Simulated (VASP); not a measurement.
# HfO2 (Fm-3m) in VASP: a series of runs, part 2 of 2

VASP 6.6.1.

## Step 3: Single point, r2SCAN

This run uses another cell than the first one, of 10.79 Å³/atom, 0.977 times its volume.

File POSCAR:

```
HfO2
1.0
    0.0000000000      2.5291822925      2.5291822925
    2.5291822925      0.0000000000      2.5291822925
    2.5291822925      2.5291822925      0.0000000000
Hf O
1 2
Direct
    0.0000000000      0.0000000000      0.0000000000
    0.2500000000      0.2500000000      0.2500000000
    0.7500000000      0.7500000000      0.7500000000
```

File INCAR.step1:

```
PREC = Accurate
ENCUT = 520
ISMEAR = -1
SIGMA = 0.02
LREAL = F
LASPH = T
NELM = 60
NBANDS = 18
GGA = PE
ALGO = Normal
EDIFF = 1E-4
LWAVE = T
LCHARG = F
```

File INCAR.step2:

```
PREC = Accurate
ENCUT = 520
EDIFF = 1E-6
ISMEAR = -1
SIGMA = 0.02
LREAL = F
LASPH = T
NELM = 60
ALGO = Normal
ISIF = 2
LWAVE = F
LCHARG = T
METAGGA = R2SCAN
LMIXTAU = T
LELF = T
LVHAR = T
NBANDS = 18
ISTART = 1
```

File KPOINTS:

```
Automatic mesh
0
Gamma
  8 8 8
```

Potentials or basis: VASP PAW PBE potentials, release 64 (Hf_pv, O).

Started as:

```bash
cat potpaw_PBE.64/Hf_pv/POTCAR potpaw_PBE.64/O/POTCAR > POTCAR
cp INCAR.step1 INCAR
mpirun -np 1 vasp_std > vasp.out
cp INCAR.step2 INCAR
mpirun -np 1 vasp_std > vasp.out
```

OUTCAR:

```text
PREC = Accurate
   ENCUT = 520
   EDIFF = 1E-6
   ISMEAR = -1
   LREAL = F
   LASPH = T
   NELM = 60
   ISIF = 2
   METAGGA = R2SCAN
   ISTART = 1

 ion  position               nearest neighbor table
   1  0.000  0.000  0.000-   3 2.19   3 2.19   3 2.19   2 2.19   3 2.19   2 2.19   2 2.19   2 2.19

   2  0.250  0.250  0.250-   1 2.19   1 2.19   1 2.19   1 2.19
   3  0.750  0.750  0.750-   1 2.19   1 2.19   1 2.19   1 2.19

  LATTYP: Found a face centered cubic cell.
 ALAT       =     5.0583645850

  Lattice vectors:

 A1 = (   0.0000000000,   2.5291822925,   2.5291822925)
 A2 = (   2.5291822925,   0.0000000000,   2.5291822925)
 A3 = (   2.5291822925,   2.5291822925,   0.0000000000)

Analysis of symmetry for initial positions (statically):
=====================================================================
 Subroutine PRICEL returns:
 Original cell was already a primitive cell.

 Routine SETGRP: Setting up the symmetry group for a
 face centered cubic supercell.

 Subroutine GETGRP returns: Found 48 space group operations
 (whereof 48 operations were pure point group operations)
 out of a pool of 48 trial point group operations.

The static configuration has the point symmetry O_h .

Analysis of symmetry for dynamics (positions and initial velocities):
=====================================================================
 Subroutine PRICEL returns:
 Original cell was already a primitive cell.

 Routine SETGRP: Setting up the symmetry group for a
 face centered cubic supercell.

 Subroutine GETGRP returns: Found 48 space group operations
 (whereof 48 operations were pure point group operations)
 out of a pool of 48 trial point group operations.

The dynamic configuration has the point symmetry O_h .

 Subroutine INISYM returns: Found 48 space group operations
 (whereof 48 operations are pure point group operations),
 and found     1 'primitive' translations

----------------------------------------------------------------------------------------

                                     Primitive cell

  volume of cell :      32.3572

  direct lattice vectors                    reciprocal lattice vectors
     0.000000000  2.529182292  2.529182292    -0.197692354  0.197692354  0.197692354
     2.529182292  0.000000000  2.529182292     0.197692354 -0.197692354  0.197692354
     2.529182292  2.529182292  0.000000000     0.197692354  0.197692354 -0.197692354

  length of vectors
     3.576803900  3.576803900  3.576803900     0.342413201  0.342413201  0.342413201

  position of ions in fractional coordinates (direct lattice)
     0.000000000  0.000000000  0.000000000
     0.250000000  0.250000000  0.250000000
     0.750000000  0.750000000  0.750000000

  ion indices of the primitive-cell ions
   primitive index   ion index
                 1           1
                 2           2
                 3           3

----------------------------------------------------------------------------------------

 KPOINTS: Automatic mesh

Automatic generation of k-mesh.
 Grid dimensions read from file:
 generate k-points for:    8    8    8

 Generating k-lattice:

  Cartesian coordinates                     Fractional coordinates (reciprocal lattice)
    -0.024711544  0.024711544  0.024711544     0.125000000  0.000000000  0.000000000
     0.024711544 -0.024711544  0.024711544     0.000000000  0.125000000  0.000000000
     0.024711544  0.024711544 -0.024711544     0.000000000  0.000000000  0.125000000

  Length of vectors
     0.042801650  0.042801650  0.042801650

  Shift w.r.t. Gamma in fractional coordinates (k-lattice)
     0.000000000  0.000000000  0.000000000

 Subroutine IBZKPT returns following result:
 ===========================================

 Found     29 irreducible k-points:

 Following reciprocal coordinates:
            Coordinates               Weight
  0.000000  0.000000  0.000000      1.000000
  0.125000  0.000000  0.000000      8.000000
  0.250000  0.000000  0.000000      8.000000
  0.375000  0.000000  0.000000      8.000000
  0.500000  0.000000  0.000000      4.000000
  0.125000  0.125000  0.000000      6.000000
[... 16 lines left out ...]
  0.500000  0.250000  0.125000     48.000000
 -0.375000  0.250000  0.125000     24.000000
 [... further k-points ...]
   k-points           NKPTS =     29   k-points in BZ     NKDIM =     29   number of bands    NBANDS=     18
   number of dos      NEDOS =    301   number of ions     NIONS =      3
   total plane-waves  NPLWV =  21952
   dimension x,y,z NGX =    28 NGY =   28 NGZ =   28
   dimension x,y,z NGXF=    56 NGYF=   56 NGZF=   56
   ions per type =               1   2
   NGX,Y,Z   is equivalent  to a cutoff of  13.01, 13.01, 13.01 a.u.
   NGXF,Y,Z  is equivalent  to a cutoff of  26.03, 26.03, 26.03 a.u.
 SYSTEM =  unknown system
   PREC   = accura    normal or accurate (medium, high low for compatibility)
   ISTART =      1    job   : 0-new  1-cont  2-samecut
   ICHARG =      0    charge: 1-file 2-atom 10-const
   ISPIN  =      1    spin polarized calculation?
   LNONCOLLINEAR =      F non collinear calculations
   LSORBIT =      F    spin-orbit coupling
   LASPH  =      T    aspherical Exc in radial PAW
   ENCUT  =  520.0 eV  38.22 Ry    6.18 a.u.   6.65  6.65  6.65*2*pi/ulx,y,z
   NELM   =     60;   NELMIN=  2; NELMDL=  0     # of ELM steps
   EDIFF  = 0.1E-05   stopping-criterion for ELM
   LREAL  =      F    real-space projection
   EDIFFG = 0.1E-04   stopping-criterion for IOM
   NSW    =      0    number of steps for IOM
   IBRION =     -1    ionic relax: 0-MD 1-quasi-New 2-CG
   NFREE  =      0    steps in history (QN), initial steepest desc. (CG)
   ISIF   =      2    stress and relaxation
   ISYM   =      2    0-nonsym 1-usesym 2-fastsym
   POTIM  = 0.5000    time-step for ionic-motion
   TEBEG  =    0.0;   TEEND  =   0.0 temperature during run
   PSTRESS=    0.0 pullay stress
   NELECT =      22.0000    total number of electrons
   NUPDOWN=      -1.0000    fix difference up-down
   EMIN   =  10.00;   EMAX   =-10.00  energy-range for DOS
   EFERMI =   0.00;   METHOD = LEGACY
   ISMEAR =    -1;   SIGMA  =   0.02  broadening in eV -4-tet -1-fermi 0-gaus
   EFERMI_NEDOS =   21; number of points for ismear=-14 and -15
   IALGO  =     38    algorithm
   IMIX   =      4    mixing-type and parameters
     AMIX     =   0.40;   BMIX     =  1.00
     AMIX_MAG =   1.60;   BMIX_MAG =  1.00
  volume/ion in A,a.u.               =      10.79        72.79
  Fermi-wavevector in a.u.,A,eV,Ry     =   1.439546  2.720348 28.195260  2.072293
  Thomas-Fermi vector in A             =   2.558390
   LORBIT       =      0    0 simple, 1 ext, 2 COOP (PROOUT), +10 PAW based schemes
   METAGGA = R2SCAN    functional components
   LHFCALC =     F    Hartree Fock is set to
   AEXX    =    0.0000 exact exchange contribution
   IVDW    =     0    specifies the selected vdW correction
   LEPSILON=     F    determine dielectric tensor
   LRPA    =     F    only Hartree local field effects (RPA)
 non-spin polarized calculation
  energy-cutoff  :      520.00
  volume of cell :       32.36
 maximum number of plane-waves:       893
   NGX = 13   NGY = 13   NGZ = 13

 number of electron      21.9999992 magnetization

 Free energy of the ion-electron system (eV)
  ---------------------------------------------------
  ext. energy  EPLUGINS =         0.00000000
  ---------------------------------------------------
  free energy    TOTEN  =       -68.54744775 eV

  energy without entropy =      -68.54744775  energy(sigma->0) =      -68.54744775

 E-fermi :   4.4634     XC(G=0): -12.6183

 val. band max:        3.9683930064   @ k =   0.5000   0.5000   0.0000
 cond. band min:       8.2844471955   @ k =   0.5000   0.5000   0.0000
 fundamental gap:      4.3160541891
 Fermi energy:         4.4634145587

 k-point     1 :       0.0000    0.0000    0.0000
  band No.  band energies     occupation
      1     -26.6549      2.00000
      2     -26.6548      2.00000
      3     -26.6548      2.00000
      4     -15.8039      2.00000
      5     -12.7674      2.00000
      6      -1.5152      2.00000
[... 10 lines left out ...]
     17      15.0564      0.00000
     18      16.6822      0.00000
[... 463 lines left out ...]
 k-point    24 :      -0.3750    0.2500    0.1250
  band No.  band energies     occupation
      1     -27.0488      2.00000
      2     -26.8381      2.00000
      3     -26.7336      2.00000
      4     -14.2123      2.00000
      5     -13.6540      2.00000
      6      -0.9771      2.00000
[... 10 lines left out ...]
     17      15.5812      0.00000
     18      16.6718      0.00000

 [... further k-points ...]
[... 5 lines left out ...]
  --------------------------------------------------------------------------------------
  -------------------------------------------------------------------------------------
  Total       -0.7949336     -0.7949336     -0.7949336     -0.0000000      0.0000000      0.0000000
  in kB      -39.3614435    -39.3614435    -39.3614435     -0.0000000      0.0000000      0.0000000
  external PRESSURE =     -39.3614435 kB  Pullay stress =       0.0000000 kB

 VOLUME and BASIS-vectors are now :
 -----------------------------------------------------------------------------
  energy-cutoff  :      520.00
  volume of cell :       32.36
      direct lattice vectors                 reciprocal lattice vectors
     0.000000000  2.529182292  2.529182292    -0.197692354  0.197692354  0.197692354
     2.529182292  0.000000000  2.529182292     0.197692354 -0.197692354  0.197692354
     2.529182292  2.529182292  0.000000000     0.197692354  0.197692354 -0.197692354

 POSITION                                       TOTAL-FORCE (eV/Angst)
 -----------------------------------------------------------------------------------
      0.00000      0.00000      0.00000        -0.000000     -0.000000      0.000000
      1.26459      1.26459      1.26459         0.000000      0.000000      0.000000
      3.79377      3.79377      3.79377        -0.000000     -0.000000     -0.000000
 -----------------------------------------------------------------------------------
    total drift:                                0.000000      0.000000      0.000000

  FREE ENERGIE OF THE ION-ELECTRON SYSTEM (eV)
  ---------------------------------------------------
  free  energy   TOTEN  =       -68.5474477489 eV

  energy  without entropy=      -68.5474477489  energy(sigma->0) =      -68.54744775
```

Wall time 31 s (1 thread of Intel Xeon 6975P-C (Granite Rapids), shared host); peak memory 0.17 GiB.

Results:

| Quantity | Value |
| --- | --- |
| Free energy | -68.5474 eV |
| Pressure | -3.9 GPa |
| Band gap on the k mesh | 4.32 eV, direct |

Caveat: the PAW data sets were made with another functional, which shifts forces and pressure a little; spin-orbit coupling is left out, which moves the levels of the heavy elements. r2SCAN opens gaps a little over a GGA but as a rule still falls short of measured ones.

## Step 4: Single point, r2SCAN

This run uses another cell than the first one, of 10.79 Å³/atom, 0.977 times its volume.

POSCAR is that of step 3.

File INCAR.step1:

```
  PREC = Accurate
  ENCUT = 520
  ISMEAR = 0
  SIGMA = 0.01
  LREAL = F
  LASPH = T
  NELM = 60
  NBANDS = 18
  GGA = PE
  ALGO = Normal
  EDIFF = 1E-4
  LWAVE = T
  LCHARG = F
```

File INCAR.step2:

```
  PREC = Accurate
  ENCUT = 520
  EDIFF = 1E-7
  ISMEAR = 0
  SIGMA = 0.01
  LREAL = F
  LASPH = T
  NELM = 60
  ALGO = Normal
  ISIF = 2
  LWAVE = F
  LCHARG = T
  METAGGA = R2SCAN
  LMIXTAU = T
  LELF = T
  LVHAR = T
  NBANDS = 18
  ISTART = 1
```

KPOINTS is that of step 3.

Started as:

```bash
cat potpaw_PBE.64/Hf_pv/POTCAR potpaw_PBE.64/O/POTCAR > POTCAR
cp INCAR.step1 INCAR
mpirun -np 1 vasp_std > vasp.out
cp INCAR.step2 INCAR
mpirun -np 1 vasp_std > vasp.out
```

It took 52 s on 1 thread of Intel Xeon 6975P-C (Granite Rapids), shared host; peak memory 0.17 GiB.

Results (log left out):

| Property | Result |
| --- | --- |
| Free energy | -68.5475 eV |
| Pressure | -4.0 GPa |
| Band gap on the k mesh | 4.31 eV, direct |

Levels at points of the mesh, in eV from the valence-band top:
| k point | band 9 | band 10 | band 11 | band 12 | band 13 | band 14 |
| --- | --- | --- | --- | --- | --- | --- |
| (0.00, 0.00, 0.00) | -0.64 | -0.64 | -0.64 | 4.42 | 4.42 | 6.52 |
| (0.50, 0.00, 0.00) | -2.82 | -1.90 | -1.90 | 5.12 | 5.12 | 7.56 |
| (0.50, 0.50, 0.00) | -1.57 | -1.57 | 0.00 | 4.31 | 6.05 | 7.24 |

Caveat: the PAW data sets were made with another functional, which shifts forces and pressure a little; spin-orbit coupling is left out, which moves the levels of the heavy elements.

## Step 5: Relaxation of cell and atoms, PBEsol

File INCAR:

```
SYSTEM = HfO2
PREC = Accurate
ENCUT = 600
EDIFF = 1E-7
ISMEAR = -1
SIGMA = 0.02
LREAL = .False.
LASPH = .True.
NELM = 60
ALGO = Normal
ISIF = 3
LWAVE = .False.
LCHARG = .False.
GGA = PS
IBRION = 2
NSW = 80
EDIFFG = -0.005
```

File KPOINTS:

```
regular mesh
0
Gamma
  8 8 8
  0 0 0
```

File POSCAR:

```
HfO2
1.0
    0.0000000000      2.5488060284      2.5488060284
    2.5488060284      0.0000000000      2.5488060284
    2.5488060284      2.5488060284      0.0000000000
Hf O
1 2
Direct
    0.0000000000      0.0000000000      0.0000000000
    0.2500000000      0.2500000000      0.2500000000
    0.7500000000      0.7500000000      0.7500000000
```

Started as:

```bash
cat potpaw_PBE.64/Hf_pv/POTCAR potpaw_PBE.64/O/POTCAR > POTCAR
mpirun -np 1 vasp_std > vasp.out
```

Wall time 32 s (1 thread of Intel Xeon 6975P-C (Granite Rapids), shared host); peak memory 0.18 GiB.

It converged, with:

* Free energy: -31.6461 eV
* Relaxed volume: 10.53 Å³/atom
* Relaxed cell: a = 3.549 Å, b = 3.549 Å, c = 3.549 Å, α = 60.00°, β = 60.00°, γ = 60.00°
* Space group after relaxing (to 0.05 Å): Fm-3m (No. 225)
* Energy gained by relaxing: 19.0 meV/atom
* Ionic steps: 4
* Pressure after relaxing: 0.0 GPa
* Band gap on the k mesh: 3.75 eV, direct

Step by step:
| step | energy change (eV) | largest force (eV/Å) | pressure (GPa) | volume (Å³) |
| --- | --- | --- | --- | --- |
| 1 | 0.0000 | 0.0000 | -11.53 | 33.12 |
| 2 | 0.0832 | 0.0000 | 22.27 | 29.45 |
| 3 | -0.0569 | 0.0000 | -0.24 | 31.63 |
| 4 | -0.0570 | 0.0000 | 0.01 | 31.60 |

Final structure:
```cif
data_structure
_symmetry_space_group_name_H-M 'P 1'
_symmetry_Int_Tables_number 1
_cell_length_a 3.5486
_cell_length_b 3.5486
_cell_length_c 3.5486
_cell_angle_alpha 60.000
_cell_angle_beta 60.000
_cell_angle_gamma 60.000
_cell_volume 31.60
loop_
_atom_site_label
_atom_site_type_symbol
_atom_site_fract_x
_atom_site_fract_y
_atom_site_fract_z
_atom_site_occupancy
Hf1 Hf 0.00000 0.00000 0.00000 1
O1 O 0.25000 0.25000 0.25000 1
O2 O 0.75000 0.75000 0.75000 1
```

Levels at points of the mesh, in eV from the valence-band top:
```tsv
k point	band 9	band 10	band 11	band 12	band 13	band 14
(0.00, 0.00, 0.00)	-0.63	-0.63	-0.63	3.85	3.85	5.89
(0.50, 0.00, 0.00)	-2.84	-1.89	-1.89	4.63	4.63	7.25
(0.50, 0.50, 0.00)	-1.60	-1.60	0.00	3.75	5.59	6.88
```

Caveat: the PAW data sets were made with another functional, which shifts forces and pressure a little; spin-orbit coupling is left out, which moves the levels of the heavy elements.

## Step 6: Overview

| task | level | cell | cutoff (eV) | smearing | gap on the mesh (eV) | pressure (GPa) |
| --- | --- | --- | --- | --- | --- | --- |
| single point | PBE | a = 3.605 Å, angles 60.0°, 3 atoms | 520 | fermi-dirac 0.02 eV | 3.76 | -3.6 |
| single point | r2SCAN | a = 3.577 Å, angles 60.0°, 3 atoms | 520 | fermi-dirac 0.02 eV | 4.32 | -3.9 |
| single point | r2SCAN | a = 3.577 Å, angles 60.0°, 3 atoms | 520 | gaussian 0.01 eV | 4.31 | -4.0 |
| relaxation of cell and atoms | PBEsol | relaxed from a = 3.605 Å, angles 60.0°, 3 atoms | 600 | fermi-dirac 0.02 eV | 3.75 | 0.0 |

Alike in all rows: potentials or basis VASP PAW PBE potentials, release 64 (Hf_pv, O); no spin polarisation; k mesh 8 × 8 × 8.

Caveats: spin-orbit coupling is left out, which moves the levels of the heavy elements; the PAW data sets were made with another functional, which shifts forces and pressure a little (some runs).

Absolute energies hang on the potentials; compare differences alone.
